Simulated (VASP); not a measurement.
A run of VASP 6.6.1:

INCAR

```
SYSTEM = AlGa3N4
PREC = Accurate ; ENCUT = 600
EDIFF = 1E-6 ; ISMEAR = 0
SIGMA = 0.02 ; LREAL = .FALSE.
LASPH = .TRUE. ; NELM = 80
ALGO = Normal ; ISIF = 3
LWAVE = .FALSE. ; LCHARG = .FALSE.
GGA = PS ; IBRION = 2
NSW = 70 ; EDIFFG = -0.008
PSTRESS = -20.0
```

KPOINTS

```
regular mesh
0
G
  6 8 6
  0 0 0
```

File POSCAR:

```
AlGa3N4
1.0
    5.1752929080      0.0000000000      0.0001222830
    0.0000000000      3.1852595776      0.0000000000
   -0.0036086575      0.0000000000      5.5135891659
Al Ga N
1 3 4
Direct
    0.0006034213      0.5000000000      0.6673576229
    0.4991167030      0.5000000000      0.3349195803
    0.4990273856      0.0000000000      0.8315570003
    0.9998617814      0.0000000000      0.1661805292
    0.1196687533      0.5000000000      0.3400974158
    0.1176459789      0.0000000000      0.8263760583
    0.6204436398      0.0000000000      0.1662162875
    0.6312323466      0.5000000000      0.6672965057
```

Potentials or basis: VASP PAW PBE potentials, release 64 (Al, Ga_d, N).

Command:

```bash
$ cat potpaw_PBE.64/Al/POTCAR potpaw_PBE.64/Ga_d/POTCAR potpaw_PBE.64/N/POTCAR > POTCAR
$ mpirun -np 1 vasp_std > vasp.out
```

Hardware: 1 thread of Oxide Virtual Turin-like Processor, on a shared host.

Problem. How long does it take, and how much memory?

Solution. Run time: 23 min on 1 thread of Oxide Virtual Turin-like Processor, on a shared host, peak memory 0.44 GiB. Counts: scf iterations 32, k points 100, ion steps 3.
